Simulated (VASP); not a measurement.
A run of VASP 6.6.1:

File INCAR:

```
SYSTEM = Pd
PREC     = Accurate       ! precision mode
ENCUT    = 500            ! plane-wave cutoff, eV
EDIFF    = 1E-7           ! SCF threshold, eV
ISMEAR   = -1             ! smearing method
SIGMA    = 0.1            ! smearing width, eV
LREAL    = .FALSE.        ! projectors in reciprocal space
LASPH    = .TRUE.         ! aspherical terms in the spheres
NELM     = 120            ! most SCF steps
ALGO     = Normal         ! electronic algorithm
ISIF     = 3              ! what is computed and relaxed
LWAVE    = .FALSE.        ! write WAVECAR
LCHARG   = .FALSE.        ! write CHGCAR
IBRION   = 2              ! ionic algorithm
NSW      = 80             ! ionic steps
EDIFFG   = -0.03          ! ionic threshold
GGA_COMPAT= .FALSE.      
NELMIN   = 4
```

File KPOINTS:

```
Automatic mesh
0
G
  7 7 7
  0 0 0
```

File POSCAR:

```
Pd
1.0
    2.5323637090      0.0000000000      0.0000000000
    0.0000000000      2.5323637090      0.0000000000
    0.0000000000      0.0000000000      2.5323637090
Pd
1
Direct
    0.0000000000      0.0000000000      0.0000000000
```

Potentials or basis: VASP PAW LDA potentials, release 64 (Pd).

The run is started by

```sh
$ cat potpaw_LDA.64/Pd/POTCAR > POTCAR
$ mpirun -np 1 vasp_std > vasp.out
```

Hardware: 1 thread of Intel(R) Xeon(R) Platinum 8488C (Sapphire Rapids), with other jobs on the host.

Question: Estimate the wall time of this run.

Answer: It took 2.5 s on 1 thread of Intel(R) Xeon(R) Platinum 8488C (Sapphire Rapids), with other jobs on the host, peak memory 0.11 GiB. Counts: scf iterations 11, k points 20, ion steps 1.
